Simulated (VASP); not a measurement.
# TaIn2 (Fm-3m) in VASP: further runs, part 2 of 2

VASP 6.6.1. Earlier steps stand in the parts before.

**6. Relaxation of cell and atoms, PBE**

This run uses another cell than the first one, of 25.44 Å³/atom.

INCAR reads:

```
ALGO = Fast
EDIFF = 1E-6
EDIFFG = -0.01
ENCUT = 600
GGA = PE
IBRION = 2
ISIF = 3
ISMEAR = 0
LASPH = True
LCHARG = False
LREAL = False
LWAVE = False
NELM = 100
NSW = 100
PREC = Accurate
SIGMA = 0.1
```

KPOINTS reads:

```
k-points
0
Gamma
  12 12 12
```

POSCAR reads:

```
TaIn2
1.0
    0.0000000000      3.3665122811      3.3665122811
    3.3665122811      0.0000000000      3.3665122811
    3.3665122811      3.3665122811      0.0000000000
Ta In
1 2
Direct
    0.0000000000      0.0000000000      0.0000000000
    0.2500000000      0.2500000000      0.2500000000
    0.7500000000      0.7500000000      0.7500000000
```

Potentials or basis: VASP PAW PBE potentials, release 64 (Ta_pv, In_d).

Run with:

```console
> cat potpaw_PBE.64/Ta_pv/POTCAR potpaw_PBE.64/In_d/POTCAR > POTCAR
> mpirun -np 1 vasp_std > vasp.out
```

OUTCAR:

```text
EDIFF = 1E-6
   EDIFFG = -0.01
   ENCUT = 600
   GGA = PE
   IBRION = 2
   ISIF = 3
   ISMEAR = 0
   LASPH = True
   LREAL = False
   NELM = 100
   NSW = 100
   PREC = Accurate

 ion  position               nearest neighbor table
   1  0.000  0.000  0.000-   3 2.92   3 2.92   3 2.92   2 2.92   2 2.92   2 2.92   3 2.92   2 2.92

   2  0.250  0.250  0.250-   1 2.92   1 2.92   1 2.92   1 2.92   3 3.37   3 3.37   3 3.37   3 3.37
                             3 3.37   3 3.37
   3  0.750  0.750  0.750-   1 2.92   1 2.92   1 2.92   1 2.92   2 3.37   2 3.37   2 3.37   2 3.37
                             2 3.37   2 3.37

  LATTYP: Found a face centered cubic cell.
 ALAT       =     6.7330245622

  Lattice vectors:

 A1 = (   0.0000000000,   3.3665122811,   3.3665122811)
 A2 = (   3.3665122811,   0.0000000000,   3.3665122811)
 A3 = (   3.3665122811,   3.3665122811,   0.0000000000)

Analysis of symmetry for initial positions (statically):
=====================================================================
 Subroutine PRICEL returns:
 Original cell was already a primitive cell.

 Routine SETGRP: Setting up the symmetry group for a
 face centered cubic supercell.

 Subroutine GETGRP returns: Found 48 space group operations
 (whereof 48 operations were pure point group operations)
 out of a pool of 48 trial point group operations.

The static configuration has the point symmetry O_h .

Analysis of symmetry for dynamics (positions and initial velocities):
=====================================================================
 Subroutine PRICEL returns:
 Original cell was already a primitive cell.

 Routine SETGRP: Setting up the symmetry group for a
 face centered cubic supercell.

 Subroutine GETGRP returns: Found 48 space group operations
 (whereof 48 operations were pure point group operations)
 out of a pool of 48 trial point group operations.

[... 176 lines left out ...]
      0.00000      0.00000      0.00000         0.000000      0.000000     -0.000000
      1.68326      1.68326      1.68326        -0.000000     -0.000000     -0.000000
      5.04977      5.04977      5.04977         0.000000      0.000000      0.000000
 -----------------------------------------------------------------------------------
    total drift:                               -0.000000     -0.000000      0.000000

  FREE ENERGIE OF THE ION-ELECTRON SYSTEM (eV)
  ---------------------------------------------------
  free  energy   TOTEN  =       -14.7254235429 eV

  energy  without entropy=      -14.7058633910  energy(sigma->0) =      -14.71564347

--------------------------------------- Ionic step        2  -------------------------------------------

 number of electron      37.0000009 magnetization

 Free energy of the ion-electron system (eV)
  ---------------------------------------------------
  ext. energy  EPLUGINS =         0.00000000
  ---------------------------------------------------
  free energy    TOTEN  =       -14.72544700 eV

  energy without entropy =      -14.70583315  energy(sigma->0) =      -14.71564008

 E-fermi :   6.1084     XC(G=0): -10.3605

 val. band max:        6.0982781600   @ k =  -0.4167   0.4167   0.0833
 cond. band min:       6.1368134976   @ k =   0.4167   0.0833   0.0000
 fundamental gap:      0.0385353376
 Fermi energy:         6.1084087462

 k-point     1 :       0.0000    0.0000    0.0000
  band No.  band energies     occupation
      1     -28.8749      2.00000
      2     -28.8749      2.00000
      3     -28.8749      2.00000
      4      -8.3390      2.00000
      5      -8.3390      2.00000
      6      -8.2229      2.00000
[... 589 lines left out ...]
     21       7.3503      0.00000
     22       7.7126      0.00000

 [... further k-points ...]

------------------------ aborting loop because EDIFF is reached ----------------------------------------

  FORCE on cell =-STRESS in cart. coord.  units (eV):
  Direction    XX          YY          ZZ          XY          YZ          ZX
  --------------------------------------------------------------------------------------
  -------------------------------------------------------------------------------------
  Total       -0.0255145     -0.0255145     -0.0255145      0.0000000     -0.0000000      0.0000000
  in kB       -0.5346282     -0.5346282     -0.5346282      0.0000000     -0.0000000      0.0000000
  external PRESSURE =      -0.5346282 kB  Pullay stress =       0.0000000 kB

 VOLUME and BASIS-vectors are now :
 -----------------------------------------------------------------------------
  energy-cutoff  :      600.00
  volume of cell :       76.46
      direct lattice vectors                 reciprocal lattice vectors
     0.000000000  3.368773453  3.368773453    -0.148421972  0.148421972  0.148421972
     3.368773453  0.000000000  3.368773453     0.148421972 -0.148421972  0.148421972
     3.368773453  3.368773453 -0.000000000     0.148421972  0.148421972 -0.148421972

 POSITION                                       TOTAL-FORCE (eV/Angst)
 -----------------------------------------------------------------------------------
      0.00000      3.36877      3.36877        -0.000000     -0.000000     -0.000000
      1.68439      1.68439      1.68439        -0.000000     -0.000000     -0.000000
      5.05316      5.05316      5.05316         0.000000      0.000000      0.000000
 -----------------------------------------------------------------------------------
    total drift:                               -0.000000     -0.000000      0.000000

  FREE ENERGIE OF THE ION-ELECTRON SYSTEM (eV)
  ---------------------------------------------------
  free  energy   TOTEN  =       -14.7254470038 eV

  energy  without entropy=      -14.7058331530  energy(sigma->0) =      -14.71564008

 reached required accuracy - stopping structural energy minimisation
```

OSZICAR:

```text
N       E                     dE             d eps       ncg     rms          rms(c)
DAV:   1     0.348137144940E+03    0.34814E+03   -0.20422E+04  3168   0.233E+03
[... 19 lines left out ...]
RMM:   2    -0.147256229263E+02    0.14549E-02   -0.33267E-03  3368   0.770E-01    0.109E-01
RMM:   3    -0.147254645604E+02    0.15837E-03   -0.11595E-03  3667   0.378E-01    0.291E-02
RMM:   4    -0.147254529877E+02    0.11573E-04   -0.22190E-04  3359   0.115E-01    0.136E-02
RMM:   5    -0.147254480648E+02    0.49229E-05   -0.27866E-05  3551   0.645E-02    0.136E-02
RMM:   6    -0.147254493130E+02   -0.12482E-05   -0.11322E-05  3313   0.291E-02    0.251E-02
RMM:   7    -0.147254471782E+02    0.21348E-05   -0.83728E-06  2616   0.205E-02    0.244E-02
RMM:   8    -0.147254470038E+02    0.17443E-06   -0.16965E-06  1908   0.156E-02
   2 F= -.14725447E+02 E0= -.14715640E+02  d E =-.234609E-04
```

CONTCAR:

```text
TaIn2
   1.00000000000000
     0.0000000000000000    3.3687734530140552    3.3687734530140552
     3.3687734530140552    0.0000000000000000    3.3687734530140552
     3.3687734530140552    3.3687734530140552   -0.0000000000000000
  Ta              In
     1     2
Direct
     1.0000000000000000    0.0000000000000000    0.0000000000000000
     0.2500000000000000    0.2500000000000000    0.2500000000000000
     0.7500000000000000    0.7500000000000000    0.7500000000000000

  0.00000000E+00  0.00000000E+00  0.00000000E+00
  0.00000000E+00  0.00000000E+00  0.00000000E+00
  0.00000000E+00  0.00000000E+00  0.00000000E+00
```

Wall time 2.5 min (1 thread of Intel Xeon 6975P-C (Granite Rapids), shared host); peak memory 0.34 GiB.

Results:

| Quantity | Value |
| --- | --- |
| Free energy | -14.7254 eV |
| Relaxed volume | 25.49 Å³/atom |
| Relaxed cell | a = 4.764 Å, b = 4.764 Å, c = 4.764 Å, α = 60.00°, β = 60.00°, γ = 60.00° |
| Space group after relaxing (to 0.1 Å) | Fm-3m (No. 225) |
| Energy gained by relaxing | 0.0 meV/atom |
| Ionic steps | 2 |
| Pressure after relaxing | -0.1 GPa |
| Band gap on the k mesh | zero (an odd number of electrons rules out a gap without spin polarisation) |

Final structure:
```xyz
3
Lattice="0.0000 3.3688 3.3688 3.3688 0.0000 3.3688 3.3688 3.3688 0.0000" Properties=species:S:1:pos:R:3 pbc="T T T"
Ta    0.0000    3.3688    3.3688
In    1.6844    1.6844    1.6844
In    5.0532    5.0532    5.0532
```

Caveat: spin-orbit coupling is left out, which moves the levels of the heavy elements.

**7. The runs side by side**

| task | cell | k mesh | cutoff (eV) | gap on the mesh (eV) | pressure (GPa) | relaxed volume (Å³/atom) |
| --- | --- | --- | --- | --- | --- | --- |
| single point | a = 4.484 Å, angles 60.0°, 3 atoms | 6 × 6 × 6 | 520 | none | 20.2 | - |
| single point | a = 4.761 Å, angles 60.0°, 3 atoms | 6 × 6 × 6 | 520 | none | 0.0 | - |
| relaxation of cell and atoms | relaxed from a = 4.484 Å, angles 60.0°, 3 atoms | 6 × 6 × 6 | 600 | none | 0.0 | 25.47 |
| single point | a = 4.763 Å, angles 60.0°, 3 atoms | 12 × 12 × 12 | 520 | none | 0.0 | - |
| relaxation of cell and atoms | relaxed from a = 4.761 Å, angles 60.0°, 3 atoms | 12 × 12 × 12 | 600 | none | -0.1 | 25.49 |

Alike in all rows: level PBE; potentials or basis VASP PAW PBE potentials, release 64 (Ta_pv, In_d); no spin polarisation; smearing gaussian 0.1 eV.

Caveats: spin-orbit coupling is left out, which moves the levels of the heavy elements; the cell stands under pressure (at least some runs); the volume moved by over 15 % at a fixed basis, so the end points are rough (at least some runs).

Absolute energies hang on the potentials; compare differences alone.
